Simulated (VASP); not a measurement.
Wanted: the native input for a VASP 6.6.1 run.

| Quantity | Value |
| --- | --- |
| Task | single point |
| Functional | LDA |
| Potentials or basis | VASP PAW LDA potentials, release 64 (Hf_pv, F) |
| Cutoff | 520 eV |
| k mesh | 9 × 9 × 1 |
| Occupations | gaussian, width 0.1 eV |
| Spin | no spin polarisation |
| Dipole correction | yes |
| Further INCAR settings | ALGO = Normal; EDIFF = 1e-06; NBANDS = 26 |

The structure of Hf3F lies in POSCAR:

```
Hf3F
1.0
    3.0829071749      0.0000000000      0.0000000000
    0.0000000000      3.0829071749      0.0000000000
    0.0000000000      0.0000000000     21.0927836031
Hf F
3 1
Direct
    0.5000000000      0.5000000000      0.1896383178
    0.0000000000      0.0000000000      0.2867330108
    0.5000000000      0.5000000000      0.3836754672
    0.8750000000      0.8750000000      0.4505229742
```

These files were run (other wordings do the same):

INCAR

```
SYSTEM = Hf3F
ALGO     = Normal         ! electronic algorithm
DIPOL    = 0.5 0.5 0.328
EDIFF    = 1E-6           ! SCF threshold, eV
ENCUT    = 520            ! plane-wave cutoff, eV
GGA      = CA             ! functional
IDIPOL   = 3            
ISIF     = 2              ! what is computed and relaxed
ISMEAR   = 0              ! smearing method
LASPH    = .TRUE.         ! aspherical terms in the spheres
LCHARG   = .TRUE.         ! write CHGCAR
LDIPOL   = .TRUE.       
LELF     = .TRUE.         ! ELF
LREAL    = .FALSE.        ! projectors in reciprocal space
LVACPOTAV= .TRUE.       
LVHAR    = .TRUE.       
LWAVE    = .FALSE.        ! write WAVECAR
NBANDS   = 26             ! bands
NELM     = 100            ! most SCF steps
PREC     = Accurate       ! precision mode
SIGMA    = 0.1            ! smearing width, eV
```

KPOINTS

```
k-points
0
G
  9 9 1
  0 0 0
```

Potentials or basis: VASP PAW LDA potentials, release 64 (Hf_pv, F).

Run with:

```console
$ cat potpaw_LDA.64/Hf_pv/POTCAR potpaw_LDA.64/F/POTCAR > POTCAR
$ mpirun -np 1 vasp_std > vasp.out
```

It gave:

- Largest force: 1.678 eV/Å
- Band gap on the k mesh: zero (an odd number of electrons rules out a gap without spin polarisation)

Caveat: spin-orbit coupling is left out, which moves the levels of the heavy elements; an odd number of electrons without spin polarisation forces a metal; a magnetic or distorted state may lie lower.

It took 3.1 min on 1 thread of Intel(R) Xeon(R) Platinum 8488C (Sapphire Rapids) (shared host), peak memory 0.3 GiB.
